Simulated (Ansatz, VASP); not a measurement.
## Ir: VASP beside Ansatz

The input INCAR:

```
SYSTEM = Ir
  PREC = Accurate
  ENCUT = 520
  EDIFF = 1E-7
  ISMEAR = -1
  SIGMA = 0.05
  LREAL = .FALSE.
  LASPH = .TRUE.
  NELM = 80
  ALGO = Normal
  ISIF = 2
  LWAVE = .FALSE.
  LCHARG = .FALSE.
  GGA = PE
  NBANDS = 10
```

KPOINTS

```
Automatic mesh
0
G
  15 15 15
  0 0 0
```

File POSCAR:

```
Ir
1.0
    0.0000000000      1.9197000000      1.9772910000
    1.9197000000      0.0000000000      1.9772910000
    1.9197000000      1.9197000000      0.0000000000
Ir
1
Direct
    0.0000000000      0.0000000000      0.0000000000
```

Input for Ansatz:

```yaml
crystal:
  lattice:
    - [0.0, 1.9197, 1.977291]
    - [1.9197, 0.0, 1.977291]
    - [1.9197, 1.9197, 0.0]
  atoms:
    - { symbol: Ir, position: [0.0, 0.0, 0.0] }
kpoints:
  mp_grid: { grid: [15, 15, 15] }
  band_path:
    path:
      - [0.0, 0.0, 0.0]
      - [0.0, 0.5, 0.5]
      - [0.25, 0.75, 0.5]
      - [0.0, 0.5, 0.0]
      - [0.0, 0.0, 0.0]
      - [0.5, 0.5, 0.0]
      - [0.3678244886, 0.6321755114, 0.0]
      - [-0.3678244886, 0.3678244886, 0.0]
      - [0.0, 0.0, 0.0]
    npoints: 5
scf:
  occupations: { method: fermi_dirac, width: 0.05 }
hamiltonian:
  xc: pbe
  pseudopotentials: { kind: all_electron, lapw: { basis_error: 0.0005 } }
output:
  forces: true
  stress: true
  eigenvalues: true
```

Change from the starting cell: zz strain of +3 %.

Alike in both runs: task single point; functional PBE; k mesh 15 × 15 × 15; occupations fermi-dirac, width 0.05 eV; no spin polarisation.

```csv
,VASP,Ansatz
version,VASP 6.6.1,Ansatz 0.2.0
potentials or method,"VASP PAW PBE potentials, release 64 (Ir), cutoff 520 eV","all-electron LAPW, scalar-relativistic"
```

Ansatz gave:

- pressure (GPa): -1.7
- traceless stress, the component that is largest in VASP (GPa): -7.23

**Question.** Which values does VASP return?

**Answer.** Pressure (GPa): -1.2; traceless stress, the component that is largest in VASP (GPa): -7.19.

Ansatz ran all-electron here, and VASP with PAW potentials.

Spin-orbit coupling is off throughout.
